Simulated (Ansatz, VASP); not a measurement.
One calculation of TiO2, two programs

Contents of INCAR:

```
PREC = Accurate
ENCUT = 520
EDIFF = 1E-8
ISMEAR = -1
SIGMA = 0.05
LREAL = False
LASPH = True
NELM = 60
ALGO = Normal
ISIF = 2
LWAVE = False
LCHARG = False
LEFG = True
NBANDS = 33
```

The input KPOINTS:

```
regular mesh
0
Gamma
  7 7 10
```

File POSCAR:

```
TiO2
1.0
    4.5002185834      0.0000000000      0.0000000000
    0.0000000000      4.5002185834      0.0000000000
    0.0000000000      0.0000000000      2.8985952957
Ti O
2 4
Direct
    0.0000000000      0.0000000000      0.0000000000
    0.5000000000      0.5000000000      0.5000000000
    0.3060000000      0.3060000000      0.0000000000
    0.1940000000      0.8060000000      0.5000000000
    0.6940000000      0.6940000000      0.0000000000
    0.8060000000      0.1940000000      0.5000000000
```

Input for Ansatz:

```yaml
crystal:
  lattice:
    - [4.5002185834, 0.0, 0.0]
    - [0.0, 4.5002185834, 0.0]
    - [0.0, 0.0, 2.8985952957]
  atoms:
    - { symbol: Ti, position: [0.0, 0.0, 0.0] }
    - { symbol: Ti, position: [0.5, 0.5, 0.5] }
    - { symbol: O, position: [0.306, 0.306, 0.0] }
    - { symbol: O, position: [0.194, 0.806, 0.5] }
    - { symbol: O, position: [0.694, 0.694, 0.0] }
    - { symbol: O, position: [0.806, 0.194, 0.5] }
kpoints:
  mp_grid: { grid: [7, 7, 10] }
scf:
  occupations: { method: fermi_dirac, width: 0.05 }
hamiltonian:
  xc: lda
  pseudopotentials: { kind: all_electron, datasets: crystal }
output:
  forces: true
  stress: true
  eigenvalues: true
  efg: { contact_densities: true }
```

Change from the starting cell: volume scaled by 0.94, crystal datasets.

Alike in both runs: task electric field gradients; functional LDA; k mesh 7 × 7 × 10; occupations fermi-dirac, width 0.05 eV; no spin polarisation.

```csv
,VASP,Ansatz
version,VASP 6.6.1,Ansatz 0.2.0
potentials or method,"VASP PAW LDA potentials, release 64 (Ti_sv, O), cutoff 520 eV","all-electron PAW with datasets made for the crystal, scalar-relativistic"
```

```csv
,VASP,Ansatz,Ansatz less VASP
gap on the k mesh at the Fermi level (eV),1.97,2.00,+0.026
pressure (GPa),9.7,8.5,-1.15
"traceless stress, the component that is largest in VASP (GPa)",1.27,0.95,-0.318
rms of the force components (eV/Å),0.235,0.217,-0.0183
size of Vzz on the site where it differs most (V/Å²),27.9,26.2,-1.68
```

LDA's correlation is that of Perdew and Zunger in VASP and of Perdew and Wang (1992) in Ansatz. Atom by atom the forces differ by 0.018 eV/Å (rms over components). Ansatz ran all-electron here, and VASP with PAW potentials.
